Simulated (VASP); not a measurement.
Set up this calculation in VASP 6.6.1, as the native input.

| Property | Result |
| --- | --- |
| Task | single point |
| Functional | PBE |
| Potentials or basis | VASP PAW PBE potentials, release 64 (Zn, F) |
| Cutoff | 600 eV |
| k mesh | 4 × 4 × 6 |
| Occupations | gaussian, width 0.01 eV |
| Spin | no spin polarisation |
| Dipole correction | no |
| Further INCAR settings | ALGO = Normal; EDIFF = 1e-06; NBANDS = 35 |

The structure of ZnF2 lies in POSCAR:

```
ZnF2
1.0
    4.6652619963      0.0000000000      0.0000000000
    0.0000000000      4.6652619963      0.0000000000
    0.0000000000      0.0000000000      3.1074643011
Zn F
2 4
Direct
    0.0000000000      0.0000000000      0.0000000000
    0.5000000000      0.5000000000      0.5000000000
    0.3024000000      0.3024000000      0.0000000000
    0.1976000000      0.8024000000      0.5000000000
    0.6976000000      0.6976000000      0.0000000000
    0.8024000000      0.1976000000      0.5000000000
```

The input as run:

INCAR

```
PREC     = Accurate       # precision mode
ENCUT    = 600            # plane-wave cutoff, eV
EDIFF    = 1E-6           # SCF threshold, eV
ISMEAR   = 0              # smearing method
SIGMA    = 0.01           # smearing width, eV
LREAL    = False          # projectors in reciprocal space
LASPH    = True           # aspherical terms in the spheres
NELM     = 120            # most SCF steps
ALGO     = Normal         # electronic algorithm
ISIF     = 2              # what is computed and relaxed
LWAVE    = False          # write WAVECAR
LCHARG   = True           # write CHGCAR
GGA      = PE             # functional
LELF     = True           # ELF
LVHAR    = True         
NBANDS   = 35             # bands
GGA_COMPAT= False
```

KPOINTS

```
regular mesh
0
Gamma
  4 4 6
```

Potentials or basis: VASP PAW PBE potentials, release 64 (Zn, F).

Run with:

```bash
$ cat potpaw_PBE.64/Zn/POTCAR potpaw_PBE.64/F/POTCAR > POTCAR
$ mpirun -np 1 vasp_std > vasp.out
```

It gave:

The pressure is 10.1 GPa. The largest force is 0.024 eV/Å. The band gap on the k mesh is 3.52 eV, direct.

It took 33 s on 1 thread of Intel(R) Xeon(R) Platinum 8559C (Emerald Rapids), on a shared host, peak memory 0.22 GiB.
